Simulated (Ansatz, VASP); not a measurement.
# One calculation of Sr3Zn, two programs

```
Sr Zn
1.0
     5.42317    0.00000    0.00000
     0.00000    5.42317    0.00000
     0.00000    0.00000    5.50537
Sr Zn
3 1
Direct
  0.50000 0.00000 0.50774
  0.50000 0.50000 0.00000
  0.00000 0.50000 0.49226
  0.00000 0.00000 0.00000
```

Alike in both runs: task single point; functional PBEsol; k mesh 8 × 8 × 8; occupations gaussian, width 0.1 eV; no spin polarisation.

|  | VASP | Ansatz |
| --- | --- | --- |
| version | VASP 6.6.1 | Ansatz 0.2.0 |
| potentials or method | VASP PAW PBE potentials, release 64 (Sr_sv, Zn), cutoff 520 eV | scalar-relativistic, plane waves, PAW |
| valence electrons in the cell | 42 | 42 |

Ansatz gave:

| Quantity | Value |
| --- | --- |
| gap on the k mesh at the Fermi level (eV) | none |
| pressure (GPa) | -0.7 |
| rms of the force components (eV/Å) | 0.017 |

Estimate VASP's values.

gap on the k mesh at the Fermi level (eV): none; pressure (GPa): -0.6; rms of the force components (eV/Å): 0.017.

VASP's potentials were made for PBE, not for PBEsol. Atom by atom the forces differ by 0.000 eV/Å (rms over components). A gap of «none» marks a metal or a gap that the smearing closes.
